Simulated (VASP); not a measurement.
# Ba (Pm-3m) in VASP: relaxation of cell and atoms with PBE

Aim: the relaxation of cell and atoms of Ba with PBE.

All numbers are computed with VASP 6.6.1; they aren't measurements. Logs are shortened: lines on timing, memory, paths and dates and some standing lists are left out, and cuts for length are marked.

**1. The cell of the first run**

Symmetry: Pm-3m, No. 221, cubic system. The conventional cell has a = 4.092 Å, b = 4.092 Å, c = 4.092 Å, α = 90.00°, β = 90.00°, γ = 90.00°. Within 5.4 Å of Ba (site symmetry m-3m) lie 6 Ba at 4.09 Å.

This isn't the form of Ba at room conditions, which is bcc.

**2. Relaxation of cell and atoms, PBE**

Contents of INCAR:

```
ALGO = Normal ; EDIFF = 1E-6
EDIFFG = -0.005 ; ENCUT = 600
GGA = PE ; IBRION = 2
ISIF = 3 ; ISMEAR = -1
LASPH = T ; LCHARG = F
LREAL = F ; LWAVE = F
NELM = 80 ; NSW = 60
PREC = Accurate ; SIGMA = 0.08
```

Contents of KPOINTS:

```
k-points
0
Gamma
  9 9 9
```

Contents of POSCAR:

```
Ba
1.0
    4.0919803578      0.0000000000      0.0000000000
    0.0000000000      4.0919803578      0.0000000000
    0.0000000000      0.0000000000      4.0919803578
Ba
1
Direct
    0.0000000000      0.0000000000      0.0000000000
```

Potentials or basis: VASP PAW PBE potentials, release 64 (Ba_sv).

The run is started by

```
$ cat potpaw_PBE.64/Ba_sv/POTCAR > POTCAR
$ mpirun -np 1 vasp_std > vasp.out
```

OUTCAR:

```text
EDIFF = 1E-6
   EDIFFG = -0.005
   ENCUT = 600
   GGA = PE
   IBRION = 2
   ISIF = 3
   ISMEAR = -1
   LASPH = T
   LREAL = F
   NELM = 80
   NSW = 60
   PREC = Accurate

 ion  position               nearest neighbor table
   1  0.000  0.000  0.000-

  LATTYP: Found a simple cubic cell.
 ALAT       =     4.0919803578

  Lattice vectors:

 A1 = (   4.0919803578,   0.0000000000,   0.0000000000)
 A2 = (   0.0000000000,   4.0919803578,   0.0000000000)
 A3 = (   0.0000000000,   0.0000000000,   4.0919803578)

Analysis of symmetry for initial positions (statically):
=====================================================================
 Subroutine PRICEL returns:
 Original cell was already a primitive cell.

 Routine SETGRP: Setting up the symmetry group for a
 simple cubic supercell.

 Subroutine GETGRP returns: Found 48 space group operations
 (whereof 48 operations were pure point group operations)
 out of a pool of 48 trial point group operations.

The static configuration has the point symmetry O_h .

Analysis of symmetry for dynamics (positions and initial velocities):
=====================================================================
 Subroutine PRICEL returns:
 Original cell was already a primitive cell.

 Routine SETGRP: Setting up the symmetry group for a
 simple cubic supercell.

 Subroutine GETGRP returns: Found 48 space group operations
 (whereof 48 operations were pure point group operations)
 out of a pool of 48 trial point group operations.

The dynamic configuration has the point symmetry O_h .

 Subroutine INISYM returns: Found 48 space group operations
 (whereof 48 operations are pure point group operations),
 and found     1 'primitive' translations

----------------------------------------------------------------------------------------

                                     Primitive cell

  volume of cell :      68.5174

  direct lattice vectors                    reciprocal lattice vectors
     4.091980358  0.000000000  0.000000000     0.244380450  0.000000000  0.000000000
     0.000000000  4.091980358  0.000000000     0.000000000  0.244380450  0.000000000
     0.000000000  0.000000000  4.091980358     0.000000000  0.000000000  0.244380450

  length of vectors
     4.091980358  4.091980358  4.091980358     0.244380450  0.244380450  0.244380450

  position of ions in fractional coordinates (direct lattice)
     0.000000000  0.000000000  0.000000000

  ion indices of the primitive-cell ions
   primitive index   ion index
                 1           1

----------------------------------------------------------------------------------------

 KPOINTS: k-points

Automatic generation of k-mesh.
 Grid dimensions read from file:
 generate k-points for:    9    9    9

 Generating k-lattice:

  Cartesian coordinates                     Fractional coordinates (reciprocal lattice)
     0.027153383  0.000000000  0.000000000     0.111111111  0.000000000  0.000000000
     0.000000000  0.027153383  0.000000000     0.000000000  0.111111111  0.000000000
     0.000000000  0.000000000  0.027153383     0.000000000  0.000000000  0.111111111

  Length of vectors
     0.027153383  0.027153383  0.027153383

  Shift w.r.t. Gamma in fractional coordinates (k-lattice)
     0.000000000  0.000000000  0.000000000

 Subroutine IBZKPT returns following result:
 ===========================================

 Found     35 irreducible k-points:

 Following reciprocal coordinates:
            Coordinates               Weight
  0.000000  0.000000  0.000000      1.000000
  0.111111  0.000000  0.000000      6.000000
  0.222222  0.000000  0.000000      6.000000
  0.333333  0.000000  0.000000      6.000000
  0.444444  0.000000  0.000000      6.000000
  0.111111  0.111111  0.000000     12.000000
[... 16 lines left out ...]
  0.333333  0.333333  0.111111     24.000000
  0.444444  0.333333  0.111111     48.000000
 [... further k-points ...]
   k-points           NKPTS =     35   k-points in BZ     NKDIM =     35   number of bands    NBANDS=      9
   number of dos      NEDOS =    301   number of ions     NIONS =      1
   total plane-waves  NPLWV =  46656
   dimension x,y,z NGX =    36 NGY =   36 NGZ =   36
   dimension x,y,z NGXF=    72 NGYF=   72 NGZF=   72
   ions per type =               1
   NGX,Y,Z   is equivalent  to a cutoff of  14.63, 14.63, 14.63 a.u.
   NGXF,Y,Z  is equivalent  to a cutoff of  29.25, 29.25, 29.25 a.u.
 SYSTEM =  unknown system
   PREC   = accura    normal or accurate (medium, high low for compatibility)
   ISTART =      0    job   : 0-new  1-cont  2-samecut
   ICHARG =      2    charge: 1-file 2-atom 10-const
   ISPIN  =      1    spin polarized calculation?
   LNONCOLLINEAR =      F non collinear calculations
   LSORBIT =      F    spin-orbit coupling
   LASPH  =      T    aspherical Exc in radial PAW
   ENCUT  =  600.0 eV  44.10 Ry    6.64 a.u.   8.17  8.17  8.17*2*pi/ulx,y,z
   NELM   =     80;   NELMIN=  2; NELMDL= -5     # of ELM steps
   EDIFF  = 0.1E-05   stopping-criterion for ELM
   LREAL  =      F    real-space projection
   EDIFFG = -.5E-02   stopping-criterion for IOM
   NSW    =     60    number of steps for IOM
   IBRION =      2    ionic relax: 0-MD 1-quasi-New 2-CG
   NFREE  =      1    steps in history (QN), initial steepest desc. (CG)
   ISIF   =      3    stress and relaxation
   ISYM   =      2    0-nonsym 1-usesym 2-fastsym
   POTIM  = 0.5000    time-step for ionic-motion
   TEBEG  =    0.0;   TEEND  =   0.0 temperature during run
   PSTRESS=    0.0 pullay stress
   NELECT =      10.0000    total number of electrons
   NUPDOWN=      -1.0000    fix difference up-down
   EMIN   =  10.00;   EMAX   =-10.00  energy-range for DOS
   EFERMI =   0.00;   METHOD = LEGACY
   ISMEAR =    -1;   SIGMA  =   0.08  broadening in eV -4-tet -1-fermi 0-gaus
   EFERMI_NEDOS =   21; number of points for ismear=-14 and -15
   IALGO  =     38    algorithm
   IMIX   =      4    mixing-type and parameters
     AMIX     =   0.40;   BMIX     =  1.00
     AMIX_MAG =   1.60;   BMIX_MAG =  1.00
  volume/ion in A,a.u.               =      68.52       462.38
  Fermi-wavevector in a.u.,A,eV,Ry     =   0.861935  1.628821 10.108208  0.742932
  Thomas-Fermi vector in A             =   1.979663
   LORBIT       =      0    0 simple, 1 ext, 2 COOP (PROOUT), +10 PAW based schemes
   GGA     = PE    functional components
   LHFCALC =     F    Hartree Fock is set to
   AEXX    =    0.0000 exact exchange contribution
   IVDW    =     0    specifies the selected vdW correction
   LEPSILON=     F    determine dielectric tensor
   LRPA    =     F    only Hartree local field effects (RPA)
 conjugate gradient relaxation of ions
 non-spin polarized calculation
  energy-cutoff  :      600.00
  volume of cell :       68.52
 maximum number of plane-waves:      2316
 NGX is ok and might be reduce to    36
   NGX = 17   NGY = 17   NGZ = 17

--------------------------------------- Ionic step        1  -------------------------------------------

 number of electron      10.0000000 magnetization

 number of electron       9.9999999 magnetization

 Free energy of the ion-electron system (eV)
  ---------------------------------------------------
  ext. energy  EPLUGINS =         0.00000000
  ---------------------------------------------------
  free energy    TOTEN  =        -1.59680832 eV

  energy without entropy =       -1.57487808  energy(sigma->0) =       -1.58584320

------------------------ aborting loop because EDIFF is reached ----------------------------------------

  FORCE on cell =-STRESS in cart. coord.  units (eV):
  Direction    XX          YY          ZZ          XY          YZ          ZX
  --------------------------------------------------------------------------------------
  -------------------------------------------------------------------------------------
  Total       -0.2351248     -0.2351248     -0.2351248     -0.0000000     -0.0000000      0.0000000
  in kB       -5.4980454     -5.4980454     -5.4980454     -0.0000000     -0.0000000      0.0000000
  external PRESSURE =      -5.4980454 kB  Pullay stress =       0.0000000 kB
[... 92 lines left out ...]
  energy  without entropy=       -1.5879429901  energy(sigma->0) =       -1.59761509

--------------------------------------- Ionic step        4  -------------------------------------------

 number of electron       9.9999999 magnetization

 Free energy of the ion-electron system (eV)
  ---------------------------------------------------
  ext. energy  EPLUGINS =         0.00000000
  ---------------------------------------------------
  free energy    TOTEN  =        -1.60744960 eV

  energy without entropy =       -1.58831515  energy(sigma->0) =       -1.59788237

 E-fermi :   1.5911     XC(G=0):  -7.4039

 val. band max:        1.5257039504   @ k =   0.4444   0.4444   0.4444
 cond. band min:       1.6438890848   @ k =   0.0000   0.0000   0.0000
 fundamental gap:      0.1181851344
 Fermi energy:         1.5911380120

 k-point     1 :       0.0000    0.0000    0.0000
  band No.  band energies     occupation
      1     -27.5912      2.00000
      2     -12.4435      2.00000
      3     -12.4435      2.00000
      4     -12.4435      2.00000
      5      -0.9856      2.00000
      6       1.6439      0.68175
      7       1.6439      0.68175
      8       6.3609      0.00000
      9       6.3609      0.00000
[... 265 lines left out ...]
 k-point    24 :       0.4444    0.3333    0.1111
  band No.  band energies     occupation
      1     -27.4919      2.00000
      2     -13.0146      2.00000
      3     -12.8616      2.00000
      4     -12.4156      2.00000
      5       1.0484      1.99774
      6       2.2436      0.00057
      7       3.5315      0.00000
      8       3.7608      0.00000
      9       4.9830      0.00000

 [... further k-points ...]
[... 5 lines left out ...]
  --------------------------------------------------------------------------------------
  -------------------------------------------------------------------------------------
  Total        0.0011862      0.0011862      0.0011862      0.0000000      0.0000000     -0.0000000
  in kB        0.0302816      0.0302816      0.0302816      0.0000000      0.0000000     -0.0000000
  external PRESSURE =       0.0302816 kB  Pullay stress =       0.0000000 kB
[... 16 lines left out ...]
  FREE ENERGIE OF THE ION-ELECTRON SYSTEM (eV)
  ---------------------------------------------------
  free  energy   TOTEN  =        -1.6074495967 eV

  energy  without entropy=       -1.5883151472  energy(sigma->0) =       -1.59788237

 reached required accuracy - stopping structural energy minimisation
```

Run time: 63 s. Hardware: 1 thread of Intel Xeon 8259CL, shared host; peak memory 0.21 GiB.

Results:

```
Free energy                           : -1.6074 eV
Relaxed volume                        : 62.76 Å³/atom
Relaxed cell                          : a = 3.974 Å, b = 3.974 Å, c = 3.974 Å, α = 90.00°, β = 90.00°, γ = 90.00°
Space group after relaxing (to 0.1 Å) : Pm-3m (No. 221)
Energy gained by relaxing             : 10.6 meV/atom
Ionic steps                           : 4
Pressure after relaxing               : 0.0 GPa
```

The path:
```tsv
step	energy change (eV)	largest force (eV/Å)	pressure (GPa)	volume (Å³)
1	0.0000	0.0000	-0.55	68.52
2	-0.0066	0.0000	-0.36	66.21
3	-0.0105	0.0000	-0.07	63.42
4	-0.0106	0.0000	0.00	62.76
```

Final structure:
```
CELL_PARAMETERS angstrom
3.97403 0.00000 0.00000
0.00000 3.97403 0.00000
0.00000 0.00000 3.97403
ATOMIC_POSITIONS crystal
Ba 0.00000 0.00000 0.00000
```

Caveat: spin-orbit coupling is left out, which moves the levels of the heavy elements.
